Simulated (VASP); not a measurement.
# As (R-3m) in VASP: notebook, part 2 of 2

VASP 6.6.1. The steps go on from the part before.

## 3. Single point, r2SCAN

This run uses another cell than the first one, of 21.33 Å³/atom.

Input file POSCAR:

```
As
1.0
    1.8797494575      1.0852738553      3.4857700000
   -1.8797494575      1.0852738553      3.4857700000
    0.0000000000     -2.1705477106      3.4857700000
As
2
Direct
    0.2275400000      0.2275400000      0.2275400000
    0.7724600000      0.7724600000      0.7724600000
```

Input file INCAR.step1:

```
ALGO = Normal ; EDIFF = 1E-5
ENCUT = 550 ; GGA = PE
GGA_COMPAT = F ; ISMEAR = 0
LASPH = T ; LCHARG = F
LREAL = F ; LWAVE = T
NBANDS = 12 ; NELM = 120
PREC = Accurate ; SIGMA = 0.1
```

Input file INCAR.step2:

```
ALGO = Normal ; EDIFF = 1E-6
ENCUT = 550 ; GGA_COMPAT = F
ISIF = 2 ; ISMEAR = 0
ISTART = 1 ; LASPH = T
LCHARG = T ; LELF = T
LMIXTAU = T ; LREAL = F
LVHAR = T ; LWAVE = F
METAGGA = R2SCAN ; NBANDS = 12
NELM = 120 ; PREC = Accurate
SIGMA = 0.1
```

Input file KPOINTS:

```
k-points
0
Gamma
  6 6 6
```

Potentials or basis: VASP PAW PBE potentials, release 64 (As).

Launch:

```
$ cat potpaw_PBE.64/As/POTCAR > POTCAR
$ cp INCAR.step1 INCAR
$ mpirun -np 1 vasp_std > vasp.out
$ cp INCAR.step2 INCAR
$ mpirun -np 1 vasp_std > vasp.out
```

OUTCAR:

```text
EDIFF = 1E-6
   ENCUT = 550
   ISIF = 2
   ISMEAR = 0
   ISTART = 1
   LASPH = T
   LREAL = F
   METAGGA = R2SCAN
   NELM = 120
   PREC = Accurate

 ion  position               nearest neighbor table
   1  0.228  0.228  0.228-   2 2.52   2 2.52   2 2.52
   2  0.772  0.772  0.772-   1 2.52   1 2.52   1 2.52

  LATTYP: Found a trigonal (rhomboedric) cell.
 ALAT       =     4.1063207202
 COS(alpha) =     0.5808936906

  Lattice vectors:

 A1 = (   1.8797494575,   1.0852738553,   3.4857700000)
 A2 = (  -1.8797494575,   1.0852738553,   3.4857700000)
 A3 = (   0.0000000000,  -2.1705477106,   3.4857700000)

Analysis of symmetry for initial positions (statically):
=====================================================================
 Subroutine PRICEL returns:
 Original cell was already a primitive cell.

 Routine SETGRP: Setting up the symmetry group for a
 trigonal (rhombohedral) supercell.

 Subroutine GETGRP returns: Found 12 space group operations
 (whereof 12 operations were pure point group operations)
 out of a pool of 12 trial point group operations.

The static configuration has the point symmetry D_3d.

Analysis of symmetry for dynamics (positions and initial velocities):
=====================================================================
 Subroutine PRICEL returns:
 Original cell was already a primitive cell.

 Routine SETGRP: Setting up the symmetry group for a
 trigonal (rhombohedral) supercell.

 Subroutine GETGRP returns: Found 12 space group operations
 (whereof 12 operations were pure point group operations)
 out of a pool of 12 trial point group operations.

The dynamic configuration has the point symmetry D_3d.

 Subroutine INISYM returns: Found 12 space group operations
 (whereof 12 operations are pure point group operations),
 and found     1 'primitive' translations

----------------------------------------------------------------------------------------

                                     Primitive cell

  volume of cell :      42.6667

  direct lattice vectors                    reciprocal lattice vectors
     1.879749457  1.085273855  3.485770000     0.265992895  0.153571070  0.095626887
    -1.879749457  1.085273855  3.485770000    -0.265992895  0.153571070  0.095626887
     0.000000000 -2.170547711  3.485770000     0.000000000 -0.307142139  0.095626887

  length of vectors
     4.106320720  4.106320720  4.106320720     0.321684310  0.321684310  0.321684310

  position of ions in fractional coordinates (direct lattice)
     0.227540000  0.227540000  0.227540000
     0.772460000  0.772460000  0.772460000

  ion indices of the primitive-cell ions
   primitive index   ion index
                 1           1
                 2           2

----------------------------------------------------------------------------------------

 KPOINTS: k-points

Automatic generation of k-mesh.
 Grid dimensions read from file:
 generate k-points for:    6    6    6

 Generating k-lattice:

  Cartesian coordinates                     Fractional coordinates (reciprocal lattice)
     0.044332149  0.025595178  0.015937814     0.166666667 -0.000000000 -0.000000000
    -0.044332149  0.025595178  0.015937814    -0.000000000  0.166666667 -0.000000000
     0.000000000 -0.051190357  0.015937814    -0.000000000 -0.000000000  0.166666667

  Length of vectors
     0.053614052  0.053614052  0.053614052

  Shift w.r.t. Gamma in fractional coordinates (k-lattice)
     0.000000000  0.000000000  0.000000000

 Subroutine IBZKPT returns following result:
 ===========================================

 Found     32 irreducible k-points:

 Following reciprocal coordinates:
            Coordinates               Weight
  0.000000  0.000000  0.000000      1.000000
  0.166667  0.000000  0.000000      6.000000
  0.333333  0.000000  0.000000      6.000000
  0.500000  0.000000  0.000000      3.000000
  0.166667  0.166667  0.000000      6.000000
  0.333333  0.166667  0.000000     12.000000
[... 16 lines left out ...]
  0.500000  0.500000  0.166667      6.000000
 -0.333333  0.500000  0.166667     12.000000
 [... further k-points ...]
   k-points           NKPTS =     32   k-points in BZ     NKDIM =     32   number of bands    NBANDS=     12
   number of dos      NEDOS =    301   number of ions     NIONS =      2
   total plane-waves  NPLWV =  32768
   dimension x,y,z NGX =    32 NGY =   32 NGZ =   32
   dimension x,y,z NGXF=    64 NGYF=   64 NGZF=   64
   ions per type =               2
   NGX,Y,Z   is equivalent  to a cutoff of  12.96, 12.96, 12.96 a.u.
   NGXF,Y,Z  is equivalent  to a cutoff of  25.91, 25.91, 25.91 a.u.
 SYSTEM =  unknown system
   PREC   = accura    normal or accurate (medium, high low for compatibility)
   ISTART =      1    job   : 0-new  1-cont  2-samecut
   ICHARG =      0    charge: 1-file 2-atom 10-const
   ISPIN  =      1    spin polarized calculation?
   LNONCOLLINEAR =      F non collinear calculations
   LSORBIT =      F    spin-orbit coupling
   LASPH  =      T    aspherical Exc in radial PAW
   ENCUT  =  550.0 eV  40.42 Ry    6.36 a.u.   7.85  7.85  7.85*2*pi/ulx,y,z
   NELM   =    120;   NELMIN=  2; NELMDL=  0     # of ELM steps
   EDIFF  = 0.1E-05   stopping-criterion for ELM
   LREAL  =      F    real-space projection
   EDIFFG = 0.1E-04   stopping-criterion for IOM
   NSW    =      0    number of steps for IOM
   IBRION =     -1    ionic relax: 0-MD 1-quasi-New 2-CG
   NFREE  =      0    steps in history (QN), initial steepest desc. (CG)
   ISIF   =      2    stress and relaxation
   ISYM   =      2    0-nonsym 1-usesym 2-fastsym
   POTIM  = 0.5000    time-step for ionic-motion
   TEBEG  =    0.0;   TEEND  =   0.0 temperature during run
   PSTRESS=    0.0 pullay stress
   NELECT =      10.0000    total number of electrons
   NUPDOWN=      -1.0000    fix difference up-down
   EMIN   =  10.00;   EMAX   =-10.00  energy-range for DOS
   EFERMI =   0.00;   METHOD = LEGACY
   ISMEAR =     0;   SIGMA  =   0.10  broadening in eV -4-tet -1-fermi 0-gaus
   EFERMI_NEDOS =   21; number of points for ismear=-14 and -15
   IALGO  =     38    algorithm
   IMIX   =      4    mixing-type and parameters
     AMIX     =   0.40;   BMIX     =  1.00
     AMIX_MAG =   1.60;   BMIX_MAG =  1.00
  volume/ion in A,a.u.               =      21.33       143.96
  Fermi-wavevector in a.u.,A,eV,Ry     =   1.009358  1.907409 13.861654  1.018803
  Thomas-Fermi vector in A             =   2.142281
   LORBIT       =      0    0 simple, 1 ext, 2 COOP (PROOUT), +10 PAW based schemes
   METAGGA = R2SCAN    functional components
   LHFCALC =     F    Hartree Fock is set to
   AEXX    =    0.0000 exact exchange contribution
   IVDW    =     0    specifies the selected vdW correction
   LEPSILON=     F    determine dielectric tensor
   LRPA    =     F    only Hartree local field effects (RPA)
 non-spin polarized calculation
 Gauss-broadening in eV      SIGMA  =   0.10
  energy-cutoff  :      550.00
  volume of cell :       42.67
 maximum number of plane-waves:      1262
   NGX = 15   NGY = 15   NGZ = 15

 number of electron      10.0000000 magnetization

 Free energy of the ion-electron system (eV)
  ---------------------------------------------------
  ext. energy  EPLUGINS =         0.00000000
  ---------------------------------------------------
  free energy    TOTEN  =       -29.40741982 eV

  energy without entropy =      -29.40584094  energy(sigma->0) =      -29.40663038

 E-fermi :   5.5040     XC(G=0): -10.4597

 val. band max:        5.5037979892   @ k =   0.3333   0.1667   0.1667
 cond. band min:       5.8526471598   @ k =   0.5000   0.0000   0.0000
 fundamental gap:      0.3488491705
 Fermi energy:         5.5039632156

 k-point     1 :       0.0000    0.0000    0.0000
  band No.  band energies     occupation
      1     -10.3601      2.00000
      2      -0.4458      2.00000
      3       2.7001      2.00000
      4       3.2123      2.00000
      5       3.2123      2.00000
      6       7.3382      0.00000
      7       8.5131      0.00000
      8       8.5131      0.00000
      9      12.6549      0.00000
     10      12.6549      0.00000
     11      13.1638      0.00000
     12      14.5900      0.00000
[... 331 lines left out ...]
 k-point    24 :      -0.3333    0.5000    0.1667
  band No.  band energies     occupation
      1      -7.1658      2.00000
      2      -5.2179      2.00000
      3      -0.9799      2.00000
      4       0.0438      2.00000
      5       3.0830      2.00000
      6       7.8507      0.00000
      7       9.6028      0.00000
      8      12.3151      0.00000
      9      12.5085      0.00000
     10      14.6222      0.00000
     11      17.9374      0.00000
     12      19.1214      0.00000

 [... further k-points ...]
[... 5 lines left out ...]
  --------------------------------------------------------------------------------------
  -------------------------------------------------------------------------------------
  Total        0.5150213      0.5150213      0.3496858      0.0000000     -0.0000000      0.0000000
  in kB       19.3395546     19.3395546     13.1310433      0.0000000     -0.0000000      0.0000000
  external PRESSURE =      17.2700508 kB  Pullay stress =       0.0000000 kB

 VOLUME and BASIS-vectors are now :
 -----------------------------------------------------------------------------
  energy-cutoff  :      550.00
  volume of cell :       42.67
      direct lattice vectors                 reciprocal lattice vectors
     1.879749457  1.085273855  3.485770000     0.265992895  0.153571070  0.095626887
    -1.879749457  1.085273855  3.485770000    -0.265992895  0.153571070  0.095626887
     0.000000000 -2.170547711  3.485770000     0.000000000 -0.307142139  0.095626887

 POSITION                                       TOTAL-FORCE (eV/Angst)
 -----------------------------------------------------------------------------------
      0.00000      0.00000      2.37946         0.000000      0.000000     -0.139139
      0.00000      0.00000      8.07785         0.000000      0.000000      0.139139
 -----------------------------------------------------------------------------------
    total drift:                               -0.000000      0.000000     -0.000000

  FREE ENERGIE OF THE ION-ELECTRON SYSTEM (eV)
  ---------------------------------------------------
  free  energy   TOTEN  =       -29.4074198206 eV

  energy  without entropy=      -29.4058409415  energy(sigma->0) =      -29.40663038
```

OUTCAR.step1:

```text
EDIFF = 1E-5
   ENCUT = 550
   GGA = PE
   ISMEAR = 0
   LASPH = T
[... 581 lines left out ...]
 -----------------------------------------------------------------------------------
      0.00000      0.00000      2.37946         0.000000      0.000000      0.163238
      0.00000      0.00000      8.07785         0.000000     -0.000000     -0.163238
 -----------------------------------------------------------------------------------
    total drift:                               -0.000000      0.000000     -0.000000

  FREE ENERGIE OF THE ION-ELECTRON SYSTEM (eV)
  ---------------------------------------------------
  free  energy   TOTEN  =        -9.3566311561 eV

  energy  without entropy=       -9.3550611594  energy(sigma->0) =       -9.35584616
```

OSZICAR.step1:

```text
N       E                     dE             d eps       ncg     rms          rms(c)
DAV:   1     0.311953897316E+02    0.31195E+02   -0.43746E+03   768   0.728E+02
DAV:   2    -0.757173454288E+01   -0.38767E+02   -0.37071E+02  1068   0.113E+02
DAV:   3    -0.936173301932E+01   -0.17900E+01   -0.17836E+01   976   0.249E+01
DAV:   4    -0.937065252626E+01   -0.89195E-02   -0.89191E-02   876   0.203E+00
DAV:   5    -0.937067366982E+01   -0.21144E-04   -0.21144E-04   940   0.109E-01    0.337E+00
DAV:   6    -0.936139757887E+01    0.92761E-02   -0.43196E-03   892   0.418E-01    0.203E+00
DAV:   7    -0.935645309273E+01    0.49445E-02   -0.10200E-02   884   0.654E-01    0.867E-02
DAV:   8    -0.935659510130E+01   -0.14201E-03   -0.22261E-04   932   0.896E-02    0.242E-02
DAV:   9    -0.935663140620E+01   -0.36305E-04   -0.38667E-05   940   0.410E-02    0.980E-03
DAV:  10    -0.935663115606E+01    0.25014E-06   -0.20148E-06   552   0.816E-03
   1 F= -.93566312E+01 E0= -.93558462E+01  d E =-.157000E-02
```

Wall time 2.2 min (1 thread of Oxide Virtual Turin-like, shared host); peak memory 0.15 GiB.

Results:

| Item | Value |
| --- | --- |
| Free energy | -29.4074 eV |
| Pressure | 1.7 GPa |
| Largest force | 0.139 eV/Å |
| Band gap on the k mesh | zero (bands 5 and 6 overlap by 0.20 eV) |

Forces on the atoms (eV/Å):
```
As   0.000  0.000 -0.139
As   0.000  0.000  0.139
```

Caveat: the PAW data sets were made with another functional, which shifts forces and pressure a little.

## 4. Single point, r2SCAN

Input file POSCAR:

```
As
1.0
    1.7941882416      1.0358750643      5.0746500533
   -1.7941882416      1.0358750643      5.0746500533
    0.0000000000     -2.0717501285      5.0746500533
As
2
Direct
    0.2114982152      0.2114982152      0.2114982152
    0.7885017848      0.7885017848      0.7885017848
```

Input file INCAR.step1:

```
PREC = Accurate
ENCUT = 550
ISMEAR = 0
SIGMA = 0.1
LREAL = F
LASPH = T
NELM = 120
NBANDS = 12
GGA = PE
ALGO = Normal
EDIFF = 1E-5
LWAVE = T
LCHARG = F
GGA_COMPAT = F
```

Input file INCAR.step2:

```
PREC = Accurate
ENCUT = 550
EDIFF = 1E-6
ISMEAR = 0
SIGMA = 0.1
LREAL = F
LASPH = T
NELM = 120
ALGO = Normal
ISIF = 2
LWAVE = F
LCHARG = F
METAGGA = R2SCAN
LMIXTAU = T
NBANDS = 12
ISTART = 1
GGA_COMPAT = F
```

Input file KPOINTS:

```
regular mesh
0
Gamma
  18 18 18
```

Launch:

```
$ cat potpaw_PBE.64/As/POTCAR > POTCAR
$ cp INCAR.step1 INCAR
$ mpirun -np 1 vasp_std > vasp.out
$ cp INCAR.step2 INCAR
$ mpirun -np 1 vasp_std > vasp.out
```

It took 70 min on 1 thread of Oxide Virtual Turin-like, shared host; peak memory 0.51 GiB.

Results (log left out):

```yaml
Free_energy: -29.4195 eV
Pressure: 0.2 GPa
Largest_force: 0.064 eV/Å
```

Forces on the atoms (eV/Å):
```
As   0.000  0.000  0.064
As   0.000  0.000 -0.064
```

Stress tensor (GPa, compression positive):
```
0.09 0.00 0.00
0.00 0.09 0.00
0.00 0.00 0.26
```

Levels at points of the mesh, in eV from the Fermi level:
```
           k point  band 1  band 2  band 3  band 4  band 5  band 6  band 7  band 8  band 9  band 10
(0.00, 0.00, 0.00)  -15.40   -8.10   -2.62   -1.27   -1.27    1.62    2.66    2.66    8.24     9.32
(0.50, 0.00, 0.00)  -12.75  -10.71   -4.51   -3.21   -2.28    0.72    1.48    3.48    5.75     8.73
(0.50, 0.50, 0.00)  -12.75  -10.60   -4.84   -3.29   -3.17    1.43    3.49    4.05    6.13     8.75
(0.50, 0.50, 0.50)  -15.32   -8.81   -1.25   -1.25   -0.27    0.92    2.51    2.51    6.39     8.80
```

Caveat: the PAW data sets were made with another functional, which shifts forces and pressure a little.

## 5. Overview

```tsv
potentials or basis	cell	k mesh	cutoff (eV)	smearing	pressure (GPa)	largest force (eV/Å)
VASP PAW PBE potentials, release 64 (As_d)	a = 5.481 Å, angles 38.2°, 2 atoms, atomic positions A	12 × 12 × 12	560	gaussian 0.02 eV	0.1	0.04
VASP PAW PBE potentials, release 64 (As)	a = 4.106 Å, angles 54.5°, 2 atoms, atomic positions B	6 × 6 × 6	550	gaussian 0.1 eV	1.7	0.14
VASP PAW PBE potentials, release 64 (As)	a = 5.481 Å, angles 38.2°, 2 atoms, atomic positions A	18 × 18 × 18	550	gaussian 0.1 eV	0.2	0.06
```

Alike in all rows: task single point; level r2SCAN; no spin polarisation.

Caveats: the PAW data sets were made with another functional, which shifts forces and pressure a little.

Total energies depend on the potentials used, so only differences within one code and one set of settings carry meaning.

The gap in the log of VASP goes by the Fermi energy; the results here count the filled bands.